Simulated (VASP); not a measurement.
# Ga16SO23 (a cell with a defect) in VASP: electric field gradients with PBE

Aim: the electric field gradients of Ga16SO23 (a cell with a defect) with PBE.

Everything below comes from runs of VASP 6.6.1. Logs are shortened: lines on timing, memory, paths and dates and some standing lists are left out, and cuts for length are marked.

### Step 1. The cell of the first run

The cell holds a defect, 40 atoms: a = 6.780 Å, b = 8.471 Å, c = 8.401 Å, α = 47.38°, β = 66.85°, γ = 65.77°.

### Step 2. Electric field gradients, PBE

INCAR

```
SYSTEM = Ga16SO23
  PREC = Accurate
  ENCUT = 520
  EDIFF = 1E-8
  ISMEAR = -1
  SIGMA = 0.01
  LREAL = Auto
  LASPH = .True.
  NELM = 100
  ALGO = Normal
  ISIF = 2
  LWAVE = .False.
  LCHARG = .False.
  GGA = PE
  LEFG = .True.
  NBANDS = 202
  LUSENCCL = .False.
```

KPOINTS

```
Automatic mesh
0
Gamma
  3 3 3
  0 0 0
```

POSCAR

```
Ga16SO23
1.0
    0.0000000000      4.7320000000      4.8550000000
    6.9420000000      0.0000000000      4.8550000000
    6.9420000000      4.7320000000      0.0000000000
Ga O S
16 23 1
Direct
    0.3388850000      0.7017650000      0.4111550000
    0.8388850000      0.2017650000      0.9111550000
    0.5481950000      0.4111550000      0.2017650000
    0.0481950000      0.9111550000      0.7017650000
    0.1611550000      0.2981950000      0.5888850000
    0.6611550000      0.7981950000      0.0888850000
    0.4517650000      0.0888850000      0.2981950000
    0.9517650000      0.5888850000      0.7981950000
    0.1611150000      0.7982350000      0.0888450000
    0.6611150000      0.2982350000      0.5888450000
    0.9518050000      0.0888450000      0.2982350000
    0.4518050000      0.5888450000      0.7982350000
    0.3388450000      0.2018050000      0.9111150000
    0.8388450000      0.7018050000      0.4111150000
    0.0482350000      0.4111150000      0.2018050000
    0.5482350000      0.9111150000      0.7018050000
    0.9516300000      0.1695700000      0.6823100000
    0.4516300000      0.6695700000      0.1823100000
    0.6964900000      0.1823100000      0.1695700000
    0.1964900000      0.6823100000      0.6695700000
    0.4323100000      0.9464900000      0.2016300000
    0.9323100000      0.4464900000      0.7016300000
    0.4195700000      0.2016300000      0.4464900000
    0.9195700000      0.7016300000      0.9464900000
    0.5483700000      0.3304300000      0.8176900000
    0.0483700000      0.8304300000      0.3176900000
    0.8035100000      0.3176900000      0.3304300000
    0.3035100000      0.8176900000      0.8304300000
    0.0676900000      0.5535100000      0.2983700000
    0.5676900000      0.0535100000      0.7983700000
    0.0804300000      0.2983700000      0.0535100000
    0.5804300000      0.7983700000      0.5535100000
    0.6458650000      0.6041350000      0.3958650000
    0.3541350000      0.3958650000      0.1041350000
    0.8541350000      0.8958650000      0.6041350000
    0.8541350000      0.8958650000      0.1041350000
    0.3541350000      0.3958650000      0.6041350000
    0.1458650000      0.1041350000      0.3958650000
    0.6458650000      0.6041350000      0.8958650000
    0.1458650000      0.1041350000      0.8958650000
```

Potentials or basis: VASP PAW PBE potentials, release 64 (Ga_d, O, S).

Started as:

```sh
$ cat potpaw_PBE.64/Ga_d/POTCAR potpaw_PBE.64/O/POTCAR potpaw_PBE.64/S/POTCAR > POTCAR
$ mpirun -np 1 vasp_std > vasp.out
```

OUTCAR:

```text
SYSTEM = Ga16SO23
   PREC = Accurate
   ENCUT = 520
   EDIFF = 1E-8
   ISMEAR = -1
   LREAL = Auto
   LASPH = .True.
   NELM = 100
   ISIF = 2
   GGA = PE

 ion  position               nearest neighbor table
   1  0.339  0.702  0.411-  21 1.75  33 1.88  37 1.89  20 1.92  18 1.93  26 1.99   6 2.57  10 2.87
                             9 2.87
   2  0.839  0.202  0.911-  22 1.75  40 1.88  36 1.89  19 1.92  17 1.93  25 1.99   5 2.57   9 2.87
                            10 2.87
   3  0.548  0.411  0.202-  23 1.75  34 1.88  39 1.89  18 1.92  19 1.93  27 1.99   7 2.57  12 2.87
                            11 2.87
   4  0.048  0.911  0.702-  24 1.75  35 1.88  38 1.89  17 1.92  20 1.93  28 1.99   8 2.57  11 2.87
                            12 2.87
   5  0.161  0.298  0.589-  17 1.75  40 1.88  37 1.89  23 1.92  22 1.93  29 1.99   2 2.57  13 2.87
                            14 2.87
   6  0.661  0.798  0.089-  18 1.75  33 1.88  36 1.89  24 1.92  21 1.93  30 1.99   1 2.57  14 2.87
                            13 2.87
   7  0.452  0.089  0.298-  19 1.75  34 1.88  38 1.89  21 1.92  23 1.93  32 1.99   3 2.57  15 2.87
                            16 2.87
   8  0.952  0.589  0.798-  20 1.75  35 1.88  39 1.89  22 1.92  24 1.93  31 1.99   4 2.57  16 2.87
                            15 2.87
   9  0.161  0.798  0.089-  29 1.75  36 1.88  40 1.89  28 1.92  26 1.93  18 1.99  14 2.57   2 2.87
                             1 2.87
  10  0.661  0.298  0.589-  30 1.75  37 1.88  33 1.89  27 1.92  25 1.93  17 1.99  13 2.57   1 2.87
                             2 2.87
  11  0.952  0.089  0.298-  31 1.75  38 1.88  35 1.89  26 1.92  27 1.93  19 1.99  15 2.57   4 2.87
                             3 2.87
  12  0.452  0.589  0.798-  32 1.75  39 1.88  34 1.89  25 1.92  28 1.93  20 1.99  16 2.57   3 2.87
                             4 2.87
  13  0.339  0.202  0.911-  25 1.75  37 1.88  40 1.89  31 1.92  30 1.93  21 1.99  10 2.57   5 2.87
                             6 2.87
  14  0.839  0.702  0.411-  26 1.75  36 1.88  33 1.89  32 1.92  29 1.93  22 1.99   9 2.57   6 2.87
                             5 2.87
  15  0.048  0.411  0.202-  27 1.75  38 1.88  34 1.89  29 1.92  31 1.93  24 1.99  11 2.57   7 2.87
                             8 2.87
  16  0.548  0.911  0.702-  28 1.75  39 1.88  35 1.89  30 1.92  32 1.93  23 1.99  12 2.57   8 2.87
                             7 2.87
  17  0.952  0.170  0.682-   5 1.75   4 1.92   2 1.93  10 1.99  40 2.27
  18  0.452  0.670  0.182-   6 1.75   3 1.92   1 1.93   9 1.99
  19  0.696  0.182  0.170-   7 1.75   2 1.92   3 1.93  11 1.99
  20  0.196  0.682  0.670-   8 1.75   1 1.92   4 1.93  12 1.99
  21  0.432  0.946  0.202-   1 1.75   7 1.92   6 1.93  13 1.99
  22  0.932  0.446  0.702-   2 1.75   8 1.92   5 1.93  14 1.99  40 2.27
  23  0.420  0.202  0.446-   3 1.75   5 1.92   7 1.93  16 1.99
  24  0.920  0.702  0.946-   4 1.75   6 1.92   8 1.93  15 1.99
  25  0.548  0.330  0.818-  13 1.75  12 1.92  10 1.93   2 1.99
  26  0.048  0.830  0.318-  14 1.75  11 1.92   9 1.93   1 1.99
  27  0.804  0.318  0.330-  15 1.75  10 1.92  11 1.93   3 1.99
  28  0.304  0.818  0.830-  16 1.75   9 1.92  12 1.93   4 1.99
[... 9 lines left out ...]
  38  0.146  0.104  0.396-  11 1.88  15 1.88   4 1.89   7 1.89
  39  0.646  0.604  0.896-  12 1.88  16 1.88   3 1.89   8 1.89
  40  0.146  0.104  0.896-   2 1.88   5 1.88  13 1.89   9 1.89  17 2.27  22 2.27

  LATTYP: Found a face centered orthorhombic cell.
 ALAT       =     9.4640000000
 B/A-ratio  =     1.0259932375
 C/A-ratio  =     1.4670329670

  Lattice vectors:

 A1 = (  -6.9420000000,   0.0000000000,  -4.8550000000)
 A2 = (  -6.9420000000,   4.7320000000,   0.0000000000)
 A3 = (   0.0000000000,   4.7320000000,  -4.8550000000)

Analysis of symmetry for initial positions (statically):
=====================================================================
 Subroutine PRICEL returns:
 Original cell was already a primitive cell.

 Routine SETGRP: Setting up the symmetry group for a
 face centered orthorhombic supercell.

 Subroutine GETGRP returns: Found  2 space group operations
 (whereof  1 operations were pure point group operations)
 out of a pool of  8 trial point group operations.

The static configuration has the point symmetry C_1 .
 The point group associated with its full space group is C_2 .

Analysis of symmetry for dynamics (positions and initial velocities):
=====================================================================
 Subroutine PRICEL returns:
 Original cell was already a primitive cell.

[... 184 lines left out ...]
   ISMEAR =    -1;   SIGMA  =   0.01  broadening in eV -4-tet -1-fermi 0-gaus
   EFERMI_NEDOS =   21; number of points for ismear=-14 and -15
   IALGO  =     38    algorithm
   IMIX   =      4    mixing-type and parameters
     AMIX     =   0.40;   BMIX     =  1.00
     AMIX_MAG =   1.60;   BMIX_MAG =  1.00
  volume/ion in A,a.u.               =       7.97        53.81
  Fermi-wavevector in a.u.,A,eV,Ry     =   1.691763  3.196969 38.940719  2.862062
  Thomas-Fermi vector in A             =   2.773471
   LORBIT       =      0    0 simple, 1 ext, 2 COOP (PROOUT), +10 PAW based schemes
   GGA     = PE    functional components
   LHFCALC =     F    Hartree Fock is set to
   AEXX    =    0.0000 exact exchange contribution
   IVDW    =     0    specifies the selected vdW correction
   LEPSILON=     F    determine dielectric tensor
   LRPA    =     F    only Hartree local field effects (RPA)
 non-spin polarized calculation
  energy-cutoff  :      520.00
  volume of cell :      318.97
 maximum number of plane-waves:      8619
 NGX is ok and might be reduce to    50
   NGX = 25   NGY = 31   NGZ = 31

 number of electron     351.9999996 magnetization

 Free energy of the ion-electron system (eV)
  ---------------------------------------------------
  ext. energy  EPLUGINS =         0.00000000
  ---------------------------------------------------
  free energy    TOTEN  =      -201.76882904 eV

  energy without entropy =     -201.76882904  energy(sigma->0) =     -201.76882904

 E-fermi :   8.6033     XC(G=0): -13.4529

 val. band max:        8.3351556089   @ k =   0.0000   0.3333   0.3333
 cond. band min:      11.8437606115   @ k =   0.0000   0.0000   0.0000
 fundamental gap:      3.5086050025
 Fermi energy:         8.6032740349

 k-point     1 :       0.0000    0.0000    0.0000
  band No.  band energies     occupation
      1     -13.5596      2.00000
      2     -12.3522      2.00000
      3     -12.0924      2.00000
      4     -12.0692      2.00000
      5     -11.9769      2.00000
      6     -11.9697      2.00000
[... 1899 lines left out ...]
    187      15.6921      0.00000
    188      15.8602      0.00000
 [bands above 188 left out]

------------------------ aborting loop because EDIFF is reached ----------------------------------------

  FORCE on cell =-STRESS in cart. coord.  units (eV):
  Direction    XX          YY          ZZ          XY          YZ          ZX
  --------------------------------------------------------------------------------------
  -------------------------------------------------------------------------------------
  Total      159.1591876    172.8730120    217.2452020      0.0000000      0.0000000      2.1153531
  in kB      799.4544437    868.3387978   1091.2197076      0.0000000      0.0000000     10.6253901
  external PRESSURE =     919.6709830 kB  Pullay stress =       0.0000000 kB

 VOLUME and BASIS-vectors are now :
 -----------------------------------------------------------------------------
  energy-cutoff  :      520.00
  volume of cell :      318.97
      direct lattice vectors                 reciprocal lattice vectors
     0.000000000  4.732000000  4.855000000    -0.072025353  0.105663567  0.102986612
     6.942000000  0.000000000  4.855000000     0.072025353 -0.105663567  0.102986612
     6.942000000  4.732000000  0.000000000     0.072025353  0.105663567 -0.102986612

 POSITION                                       TOTAL-FORCE (eV/Angst)
 -----------------------------------------------------------------------------------
      7.72589      3.54919      5.05236         1.071736      0.489528     -3.803955
      7.72589      8.28119      5.05236         4.865457     -5.135814     -8.514769
      4.25489      3.54881      4.65764         1.166674     -0.417415      3.901926
     11.19689      3.54881      4.65764         0.917125     -0.445591      3.815674
      6.15811      3.54919      2.23014        -4.865457     -5.135814      8.514769
      6.15811      3.54919      7.08514        -1.071736      0.489528      3.803955
[... 32 lines left out ...]
     10.41300      7.29547      6.06875        -0.049718      3.739541      0.027823
      6.94200      4.92947      1.21375        -0.000000      8.455612     -0.000000
 -----------------------------------------------------------------------------------
    total drift:                               -0.000003     -0.001098     -0.000009

  FREE ENERGIE OF THE ION-ELECTRON SYSTEM (eV)
  ---------------------------------------------------
  free  energy   TOTEN  =      -201.7688290375 eV

  energy  without entropy=     -201.7688290375  energy(sigma->0) =     -201.76882904

 Electric field gradients (V/A^2)
---------------------------------------------------------------------
 ion       V_xx      V_yy      V_zz      V_xy      V_xz      V_yz
---------------------------------------------------------------------
   1      30.913    31.799   -62.713    30.678     0.872    49.321
   2      78.027   -32.187   -45.840    66.648    21.338   -16.007
   3      30.148    32.160   -62.308   -30.013    -2.654    48.070
   4      33.066    30.039   -63.105   -30.960    -0.560    47.138
   5      78.027   -32.187   -45.840   -66.657    21.338    16.012
   6      30.913    31.800   -62.712   -30.688     0.872   -49.316
[... 32 lines left out ...]
  39     -18.421     8.604     9.817    -0.858    -1.878     0.469
  40       9.351     3.664   -13.014     0.001    -3.054     0.000
---------------------------------------------------------------------

 Electric field gradients after diagonalization (V/A^2)
 (convention: |V_zz| > |V_xx| > |V_yy|)
----------------------------------------------------------------------
 ion       V_xx      V_yy      V_zz     asymmetry (V_yy - V_xx)/ V_zz
----------------------------------------------------------------------
   1      72.734    12.178   -84.912       0.713
   2     -80.150   -30.269   110.419       0.452
   3      72.178    11.070   -83.248       0.734
   4      71.671    12.302   -83.973       0.707
   5     -80.159   -30.266   110.425       0.452
   6      72.741    12.168   -84.909       0.713
[... 32 lines left out ...]
  39      10.125     8.446   -18.570       0.090
  40       9.760     3.664   -13.424       0.454
----------------------------------------------------------------------

           NMR quadrupolar parameters

 Cq : quadrupolar parameter    Cq=e*Q*V_zz/h
 eta: asymmetry parameters     (V_yy - V_xx)/ V_zz
 Q  : nuclear electric quadrupole moment in mb (millibarn)
----------------------------------------------------------------------
 ion       Cq(MHz)       eta       Q (mb)
----------------------------------------------------------------------
   1      -0.205       0.713       1.000
   2       0.267       0.452       1.000
   3      -0.201       0.734       1.000
   4      -0.203       0.707       1.000
   5       0.267       0.452       1.000
   6      -0.205       0.713       1.000
[... 32 lines left out ...]
  39      -0.045       0.090       1.000
  40      -0.032       0.454       1.000
----------------------------------------------------------------------
```

It took 14 min on 1 × NVIDIA H100 80GB with 1 thread of Intel Xeon Platinum 8481C at 2.70GHz (Sapphire Rapids), shared host; peak memory 1.7 GiB.

What came out:

```yaml
Free_energy: -201.7688 eV
Pressure: 92.0 GPa
Largest_force: 11.070 eV/Å
Band_gap_on_the_k_mesh: 3.51 eV
Largest_electric_field_gradient_by_atom: Ga -84.9, +110.4, -83.2, -84.0, -184.4, -83.4, -83.1, -82.9 (each value once); O -40.3, -50.3, -46.5, -47.4, -49.2, -50.1, -48.1, -45.0, -18.9, -18.4, -19.2, +15.2, -18.6 (each value once); S -13.4 V/Å²
```

Forces on the atoms (eV/Å):
```
Ga   1.072  0.490 -3.804
Ga   4.865 -5.136 -8.515
Ga   1.167 -0.417  3.902
Ga   0.917 -0.446  3.816
Ga  -4.865 -5.136  8.515
Ga  -1.072  0.490  3.804
Ga  -1.167 -0.417 -3.902
Ga  -0.917 -0.446 -3.816
Ga  -4.431  3.880 -1.842
Ga  -1.204 -0.605  3.918
Ga  -0.946  0.445 -3.925
Ga  -1.019  0.373 -3.868
Ga   4.431  3.880  1.842
Ga   1.204 -0.605 -3.918
Ga   1.019  0.373  3.868
Ga   0.946  0.445  3.925
O   -2.597 -4.479 -4.192
O   -2.155 -2.658 -3.435
O   -1.793  2.961  3.256
O   -1.983  3.016  3.335
O    2.155 -2.658  3.435
O    2.597 -4.479  4.192
O    1.793  2.961 -3.256
O    1.983  3.016 -3.335
O    1.929  3.104  3.324
O    2.449  3.337  2.846
O    1.973 -3.013 -3.403
O    0.624 -3.018 -3.565
O   -1.929  3.104 -3.324
O   -2.449  3.337 -2.846
O   -0.624 -3.018  3.565
O   -1.973 -3.013  3.403
O    0.000  3.839  0.000
O    0.000 -3.729  0.000
O    0.000 -3.706  0.000
O   -0.158 -4.005 -1.590
O    0.158 -4.005  1.590
O    0.050  3.740 -0.028
O   -0.050  3.740  0.028
S    0.000  8.456  0.000
```

Levels at points of the mesh, in eV from the valence-band top:
| k point | band 173 | band 174 | band 175 | band 176 | band 177 | band 178 | band 179 | band 180 |
| --- | --- | --- | --- | --- | --- | --- | --- | --- |
| (0.00, 0.00, 0.00) | -0.79 | -0.43 | -0.07 | -0.02 | 3.51 | 5.69 | 6.49 | 6.62 |

Electric field gradients, principal values (V/Å²):
```tsv
atom	least	middle	greatest (by size)
1 Ga	12.178	72.734	-84.912
2 Ga	-30.269	-80.150	110.419
3 Ga	11.070	72.178	-83.248
4 Ga	12.302	71.671	-83.973
5 Ga	-30.266	-80.159	110.425
6 Ga	12.168	72.741	-84.909
7 Ga	11.073	72.171	-83.244
8 Ga	12.305	71.664	-83.969
9 Ga	59.273	125.175	-184.448
10 Ga	10.472	72.965	-83.437
11 Ga	11.529	71.608	-83.137
12 Ga	12.398	70.495	-82.894
13 Ga	59.265	125.181	-184.446
14 Ga	10.462	72.971	-83.434
15 Ga	12.401	70.488	-82.889
16 Ga	11.532	71.600	-83.132
17 O	18.757	21.524	-40.281
18 O	17.969	32.369	-50.338
19 O	18.119	28.394	-46.513
20 O	17.850	29.526	-47.376
21 O	17.973	32.365	-50.337
22 O	18.759	21.521	-40.281
23 O	18.115	28.390	-46.506
24 O	17.847	29.522	-47.369
25 O	17.448	31.709	-49.157
26 O	19.477	30.588	-50.065
27 O	18.934	29.155	-48.089
28 O	9.085	35.936	-45.021
29 O	17.449	31.707	-49.156
30 O	19.480	30.584	-50.065
31 O	9.081	35.932	-45.013
32 O	18.931	29.151	-48.082
33 O	9.205	9.692	-18.897
34 O	8.165	10.265	-18.430
35 O	8.814	10.374	-19.189
36 O	-1.875	-13.337	15.213
37 O	-1.876	-13.337	15.213
38 O	8.450	10.121	-18.571
39 O	8.446	10.125	-18.570
40 S	3.664	9.760	-13.424
```

Caveat: without QUAD_EFG the Cq values of the log hold for a quadrupole moment of 1 mb, not for the nuclei.
